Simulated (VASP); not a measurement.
# Na4SeS (P4/mmm) in VASP: single point with LDA

Aim: the single point of Na4SeS with LDA.

All numbers are computed with VASP 6.6.1; they aren't measurements. Logs are shortened: lines on timing, memory, paths and dates and some standing lists are left out, and cuts for length are marked.

### 1 The cell of the first run

Symmetry: P4/mmm, No. 123, tetragonal system. The conventional cell has a = 4.693 Å, b = 4.693 Å, c = 6.651 Å, α = 90.00°, β = 90.00°, γ = 90.00°. Na (site symmetry 2mm) has 2 S at 2.85 Å and 2 Se at 2.90 Å and 6 Na at 3.24 to 3.41 Å within 3.8 Å. Se (site symmetry 4/mmm) has 8 Na at 2.90 Å within 3.8 Å. Within 3.8 Å of S (site symmetry 4/mmm) lie 8 Na at 2.85 Å.

### 2 Single point, LDA

INCAR reads:

```
ALGO = Normal
EDIFF = 1E-6
ENCUT = 520
ISIF = 2
ISMEAR = -1
LASPH = True
LCHARG = False
LREAL = False
LWAVE = False
NBANDS = 29
NELM = 80
PREC = Accurate
SIGMA = 0.1
```

KPOINTS reads:

```
k-points
0
Gamma
  4 4 3
```

POSCAR reads:

```
Na4SeS
1.0
    4.6925330000      0.0000000000      0.0000000000
    0.0000000000      4.6925330000      0.0000000000
    0.0000000000      0.0000000000      6.6505070000
Na Se S
4 1 1
Direct
    0.5000000000      0.0000000000      0.7565800000
    0.0000000000      0.5000000000      0.2434200000
    0.5000000000      0.0000000000      0.2434200000
    0.0000000000      0.5000000000      0.7565800000
    0.5000000000      0.5000000000      0.5000000000
    0.0000000000      0.0000000000      0.0000000000
```

Potentials or basis: VASP PAW LDA potentials, release 64 (Na_pv, Se, S).

Command:

```
$ cat potpaw_LDA.64/Na_pv/POTCAR potpaw_LDA.64/Se/POTCAR potpaw_LDA.64/S/POTCAR > POTCAR
$ mpirun -np 1 vasp_std > vasp.out
```

OUTCAR:

```text
EDIFF = 1E-6
   ENCUT = 520
   ISIF = 2
   ISMEAR = -1
   LASPH = True
   LREAL = False
   NELM = 80
   PREC = Accurate

 ion  position               nearest neighbor table
   1  0.500  0.000  0.757-
   2  0.000  0.500  0.243-
   3  0.500  0.000  0.243-
   4  0.000  0.500  0.757-
   5  0.500  0.500  0.500-
   6  0.000  0.000  0.000-

  LATTYP: Found a simple tetragonal cell.
 ALAT       =     4.6925330000
 C/A-ratio  =     1.4172531126

  Lattice vectors:

 A1 = (   4.6925330000,   0.0000000000,   0.0000000000)
 A2 = (   0.0000000000,   4.6925330000,   0.0000000000)
 A3 = (   0.0000000000,   0.0000000000,   6.6505070000)

Analysis of symmetry for initial positions (statically):
=====================================================================
 Subroutine PRICEL returns:
 Original cell was already a primitive cell.

 Routine SETGRP: Setting up the symmetry group for a
 simple tetragonal supercell.

 Subroutine GETGRP returns: Found 16 space group operations
 (whereof 16 operations were pure point group operations)
 out of a pool of 16 trial point group operations.

The static configuration has the point symmetry D_4h.

Analysis of symmetry for dynamics (positions and initial velocities):
=====================================================================
 Subroutine PRICEL returns:
 Original cell was already a primitive cell.

 Routine SETGRP: Setting up the symmetry group for a
 simple tetragonal supercell.

 Subroutine GETGRP returns: Found 16 space group operations
 (whereof 16 operations were pure point group operations)
 out of a pool of 16 trial point group operations.

The dynamic configuration has the point symmetry D_4h.

 Subroutine INISYM returns: Found 16 space group operations
 (whereof 16 operations are pure point group operations),
 and found     1 'primitive' translations

----------------------------------------------------------------------------------------

                                     Primitive cell

  volume of cell :     146.4433

  direct lattice vectors                    reciprocal lattice vectors
     4.692533000  0.000000000  0.000000000     0.213104522  0.000000000  0.000000000
     0.000000000  4.692533000  0.000000000     0.000000000  0.213104522  0.000000000
     0.000000000  0.000000000  6.650507000     0.000000000  0.000000000  0.150364476

  length of vectors
     4.692533000  4.692533000  6.650507000     0.213104522  0.213104522  0.150364476

  position of ions in fractional coordinates (direct lattice)
     0.500000000  0.000000000  0.756580000
     0.000000000  0.500000000  0.243420000
     0.500000000  0.000000000  0.243420000
     0.000000000  0.500000000  0.756580000
     0.500000000  0.500000000  0.500000000
     0.000000000  0.000000000  0.000000000

  ion indices of the primitive-cell ions
   primitive index   ion index
                 1           1
                 2           2
                 3           3
                 4           4
                 5           5
                 6           6

----------------------------------------------------------------------------------------

 KPOINTS: k-points

Automatic generation of k-mesh.
 Grid dimensions read from file:
 generate k-points for:    4    4    3

 Generating k-lattice:

  Cartesian coordinates                     Fractional coordinates (reciprocal lattice)
     0.053276130  0.000000000  0.000000000     0.250000000  0.000000000  0.000000000
     0.000000000  0.053276130  0.000000000     0.000000000  0.250000000  0.000000000
     0.000000000  0.000000000  0.050121492     0.000000000  0.000000000  0.333333333

  Length of vectors
     0.053276130  0.053276130  0.050121492

  Shift w.r.t. Gamma in fractional coordinates (k-lattice)
     0.000000000  0.000000000  0.000000000

 Subroutine IBZKPT returns following result:
 ===========================================

 Found     12 irreducible k-points:

 Following reciprocal coordinates:
            Coordinates               Weight
  0.000000  0.000000  0.000000      1.000000
  0.250000  0.000000  0.000000      4.000000
  0.500000  0.000000  0.000000      2.000000
  0.250000  0.250000  0.000000      4.000000
  0.500000  0.250000  0.000000      4.000000
  0.500000  0.500000  0.000000      1.000000
  0.000000  0.000000  0.333333      2.000000
  0.250000  0.000000  0.333333      8.000000
  0.500000  0.000000  0.333333      4.000000
  0.250000  0.250000  0.333333      8.000000
  0.500000  0.250000  0.333333      8.000000
  0.500000  0.500000  0.333333      2.000000
   k-points           NKPTS =     12   k-points in BZ     NKDIM =     12   number of bands    NBANDS=     29
   number of dos      NEDOS =    301   number of ions     NIONS =      6
   total plane-waves  NPLWV =  64800
   dimension x,y,z NGX =    36 NGY =   36 NGZ =   50
   dimension x,y,z NGXF=    72 NGYF=   72 NGZF=  100
   ions per type =               4   1   1
   NGX,Y,Z   is equivalent  to a cutoff of  12.75, 12.75, 12.50 a.u.
   NGXF,Y,Z  is equivalent  to a cutoff of  25.51, 25.51, 25.00 a.u.
 SYSTEM =  unknown system
   PREC   = accura    normal or accurate (medium, high low for compatibility)
   ISTART =      0    job   : 0-new  1-cont  2-samecut
   ICHARG =      2    charge: 1-file 2-atom 10-const
   ISPIN  =      1    spin polarized calculation?
   LNONCOLLINEAR =      F non collinear calculations
   LSORBIT =      F    spin-orbit coupling
   LASPH  =      T    aspherical Exc in radial PAW
   ENCUT  =  520.0 eV  38.22 Ry    6.18 a.u.   8.73  8.73 12.37*2*pi/ulx,y,z
   NELM   =     80;   NELMIN=  2; NELMDL= -5     # of ELM steps
   EDIFF  = 0.1E-05   stopping-criterion for ELM
   LREAL  =      F    real-space projection
   EDIFFG = 0.1E-04   stopping-criterion for IOM
   NSW    =      0    number of steps for IOM
   IBRION =     -1    ionic relax: 0-MD 1-quasi-New 2-CG
   NFREE  =      0    steps in history (QN), initial steepest desc. (CG)
   ISIF   =      2    stress and relaxation
   ISYM   =      2    0-nonsym 1-usesym 2-fastsym
   POTIM  = 0.5000    time-step for ionic-motion
   TEBEG  =    0.0;   TEEND  =   0.0 temperature during run
   PSTRESS=    0.0 pullay stress
   NELECT =      40.0000    total number of electrons
   NUPDOWN=      -1.0000    fix difference up-down
   EMIN   =  10.00;   EMAX   =-10.00  energy-range for DOS
   EFERMI =   0.00;   METHOD = LEGACY
   ISMEAR =    -1;   SIGMA  =   0.10  broadening in eV -4-tet -1-fermi 0-gaus
   EFERMI_NEDOS =   21; number of points for ismear=-14 and -15
   IALGO  =     38    algorithm
   IMIX   =      4    mixing-type and parameters
     AMIX     =   0.40;   BMIX     =  1.00
     AMIX_MAG =   1.60;   BMIX_MAG =  1.00
  volume/ion in A,a.u.               =      24.41       164.71
  Fermi-wavevector in a.u.,A,eV,Ry     =   1.062197  2.007261 15.350939  1.128262
  Thomas-Fermi vector in A             =   2.197639
   LORBIT       =      0    0 simple, 1 ext, 2 COOP (PROOUT), +10 PAW based schemes
   GGA     = CA    functional components
   LHFCALC =     F    Hartree Fock is set to
   AEXX    =    0.0000 exact exchange contribution
   IVDW    =     0    specifies the selected vdW correction
   LEPSILON=     F    determine dielectric tensor
   LRPA    =     F    only Hartree local field effects (RPA)
 non-spin polarized calculation
  energy-cutoff  :      520.00
  volume of cell :      146.44
 maximum number of plane-waves:      3965
 NGX is ok and might be reduce to    36
   NGX = 17   NGY = 17   NGZ = 25

 number of electron      40.0000036 magnetization

 Free energy of the ion-electron system (eV)
  ---------------------------------------------------
  ext. energy  EPLUGINS =         0.00000000
  ---------------------------------------------------
  free energy    TOTEN  =       -21.14378469 eV

  energy without entropy =      -21.14376838  energy(sigma->0) =      -21.14377654

 E-fermi :   1.1157     XC(G=0):  -8.2180

 val. band max:       -0.0595562136   @ k =   0.0000   0.0000   0.0000
 cond. band min:       1.9854692258   @ k =   0.0000   0.0000   0.0000
 fundamental gap:      2.0450254393
 Fermi energy:         1.1156986907

 k-point     1 :       0.0000    0.0000    0.0000
  band No.  band energies     occupation
      1     -22.4500      2.00000
      2     -22.4368      2.00000
      3     -22.4368      2.00000
      4     -22.4266      2.00000
      5     -22.4266      2.00000
      6     -22.4262      2.00000
[... 21 lines left out ...]
     28       8.9122      0.00000
     29       8.9315      0.00000

 k-point     2 :       0.2500    0.0000    0.0000
  band No.  band energies     occupation
      1     -22.4463      2.00000
      2     -22.4301      2.00000
      3     -22.4292      2.00000
      4     -22.4284      2.00000
      5     -22.4201      2.00000
      6     -22.4188      2.00000
[... 21 lines left out ...]
     28       7.7074      0.00000
     29       8.1533      0.00000

 k-point     3 :       0.5000    0.0000    0.0000
  band No.  band energies     occupation
      1     -22.4375      2.00000
      2     -22.4373      2.00000
      3     -22.4176      2.00000
      4     -22.4138      2.00000
      5     -22.4080      2.00000
      6     -22.4054      2.00000
[... 21 lines left out ...]
     28       7.3233      0.00000
     29       8.4766      0.00000

 k-point     4 :       0.2500    0.2500    0.0000
  band No.  band energies     occupation
      1     -22.4464      2.00000
      2     -22.4414      2.00000
      3     -22.4328      2.00000
      4     -22.4313      2.00000
      5     -22.4110      2.00000
      6     -22.4048      2.00000
[... 21 lines left out ...]
     28       7.9783      0.00000
     29       7.9882      0.00000

 k-point     5 :       0.5000    0.2500    0.0000
  band No.  band energies     occupation
      1     -22.4453      2.00000
      2     -22.4371      2.00000
      3     -22.4365      2.00000
      4     -22.4328      2.00000
      5     -22.4286      2.00000
      6     -22.4165      2.00000
[... 21 lines left out ...]
     28       8.4420      0.00000
     29       8.7484      0.00000

 k-point     6 :       0.5000    0.5000    0.0000
  band No.  band energies     occupation
      1     -22.4575      2.00000
      2     -22.4439      2.00000
      3     -22.4412      2.00000
      4     -22.4363      2.00000
      5     -22.4363      2.00000
      6     -22.4274      2.00000
[... 21 lines left out ...]
     28       9.3759      0.00000
     29       9.3796      0.00000

 k-point     7 :       0.0000    0.0000    0.3333
  band No.  band energies     occupation
      1     -22.4344      2.00000
      2     -22.4344      2.00000
      3     -22.4328      2.00000
      4     -22.4291      2.00000
      5     -22.4291      2.00000
      6     -22.4119      2.00000
[... 21 lines left out ...]
     28       7.5314      0.00000
     29       8.5053      0.00000

 k-point     8 :       0.2500    0.0000    0.3333
  band No.  band energies     occupation
      1     -22.4306      2.00000
      2     -22.4268      2.00000
      3     -22.4261      2.00000
      4     -22.4228      2.00000
      5     -22.4212      2.00000
      6     -22.4145      2.00000
[... 21 lines left out ...]
     28       7.5058      0.00000
     29       8.5559      0.00000

 k-point     9 :       0.5000    0.0000    0.3333
  band No.  band energies     occupation
      1     -22.4223      2.00000
      2     -22.4221      2.00000
      3     -22.4152      2.00000
      4     -22.4117      2.00000
      5     -22.4103      2.00000
      6     -22.4075      2.00000
[... 21 lines left out ...]
     28       6.8674      0.00000
     29       9.8609      0.00000

 k-point    10 :       0.2500    0.2500    0.3333
  band No.  band energies     occupation
      1     -22.4420      2.00000
      2     -22.4358      2.00000
      3     -22.4268      2.00000
      4     -22.4165      2.00000
      5     -22.4088      2.00000
      6     -22.4029      2.00000
[... 21 lines left out ...]
     28       7.5272      0.00000
     29       8.1571      0.00000

 k-point    11 :       0.5000    0.2500    0.3333
  band No.  band energies     occupation
      1     -22.4422      2.00000
      2     -22.4358      2.00000
      3     -22.4273      2.00000
      4     -22.4212      2.00000
      5     -22.4210      2.00000
      6     -22.4185      2.00000
[... 21 lines left out ...]
     28       7.5477      0.00000
     29       8.8409      0.00000

 k-point    12 :       0.5000    0.5000    0.3333
  band No.  band energies     occupation
      1     -22.4543      2.00000
      2     -22.4471      2.00000
      3     -22.4390      2.00000
      4     -22.4297      2.00000
      5     -22.4210      2.00000
      6     -22.4210      2.00000
[... 21 lines left out ...]
     28       7.4454      0.00000
     29       9.6118      0.00000

------------------------ aborting loop because EDIFF is reached ----------------------------------------

  FORCE on cell =-STRESS in cart. coord.  units (eV):
  Direction    XX          YY          ZZ          XY          YZ          ZX
  --------------------------------------------------------------------------------------
  -------------------------------------------------------------------------------------
  Total       -1.4002765     -1.4002765     -1.4397031      0.0000000      0.0000000      0.0000000
  in kB      -15.3198654    -15.3198654    -15.7512159      0.0000000      0.0000000      0.0000000
  external PRESSURE =     -15.4636489 kB  Pullay stress =       0.0000000 kB

 VOLUME and BASIS-vectors are now :
 -----------------------------------------------------------------------------
  energy-cutoff  :      520.00
  volume of cell :      146.44
      direct lattice vectors                 reciprocal lattice vectors
     4.692533000  0.000000000  0.000000000     0.213104522  0.000000000  0.000000000
     0.000000000  4.692533000  0.000000000     0.000000000  0.213104522  0.000000000
     0.000000000  0.000000000  6.650507000     0.000000000  0.000000000  0.150364476

 POSITION                                       TOTAL-FORCE (eV/Angst)
 -----------------------------------------------------------------------------------
      2.34627      0.00000      5.03164        -0.000000      0.000000      0.013352
      0.00000      2.34627      1.61887        -0.000000     -0.000000     -0.013352
      2.34627      0.00000      1.61887         0.000000      0.000000     -0.013352
      0.00000      2.34627      5.03164        -0.000000     -0.000000      0.013352
      2.34627      2.34627      3.32525         0.000000      0.000000      0.000000
      0.00000      0.00000      0.00000         0.000000      0.000000      0.000000
 -----------------------------------------------------------------------------------
    total drift:                                0.000000     -0.000000      0.000000

  FREE ENERGIE OF THE ION-ELECTRON SYSTEM (eV)
  ---------------------------------------------------
  free  energy   TOTEN  =       -21.1437846919 eV

  energy  without entropy=      -21.1437683793  energy(sigma->0) =      -21.14377654
```

Run time: 44 s. Hardware: 1 thread of AMD EPYC 7R43 (Zen 3), shared host; peak memory 0.18 GiB.

What came out:

| Property | Result |
| --- | --- |
| Free energy | -21.1438 eV |
| Pressure | -1.5 GPa |
| Largest force | 0.013 eV/Å |
| Band gap on the k mesh | 2.05 eV, direct |

Forces on the atoms (eV/Å):
```
Na   0.000  0.000  0.013
Na   0.000  0.000 -0.013
Na   0.000  0.000 -0.013
Na   0.000  0.000  0.013
Se   0.000  0.000  0.000
S    0.000  0.000  0.000
```

LDA gaps usually lie below the measured ones, often by a third to a half.
